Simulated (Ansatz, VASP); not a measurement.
TiO2 in VASP and in Ansatz

```
CELL_PARAMETERS angstrom
1.60935 0.92916 4.54273
-1.60935 0.92916 4.54273
0.00000 -1.85832 4.54273
ATOMIC_POSITIONS crystal
Ti 0.00000 0.00000 0.00000
O 0.60176 0.60176 0.60176
O 0.39824 0.39824 0.39824
```

Alike in both runs: task single point; functional PBE; dispersion D3(BJ); k mesh 9 × 9 × 9; occupations gaussian, width 0.05 eV; no spin polarisation; Hubbard terms Ti d U = 4.0 eV.

|  | VASP | Ansatz |
| --- | --- | --- |
| version | VASP 6.6.1 | Ansatz 0.2.0 |
| potentials or method | VASP PAW PBE potentials, release 64 (Ti_sv, O), cutoff 520 eV | scalar-relativistic, plane waves, PAW |
| valence electrons in the cell | 24 | 24 |

```csv
,VASP,Ansatz,Ansatz less VASP
gap on the k mesh at the Fermi level (eV),2.32,2.31,-0.013
least direct gap on the mesh (eV),2.56,2.52,-0.031
pressure (GPa),-14.2,-16.4,-2.21
"traceless stress, the component that is largest in VASP (GPa)",16.35,16.88,+0.528
rms of the force components (eV/Å),0.072,0.200,+0.1271
```

The programs project onto different local orbitals, so the same U acts differently, and such runs can settle in different states. Atom by atom the forces differ by 0.127 eV/Å (rms over components).
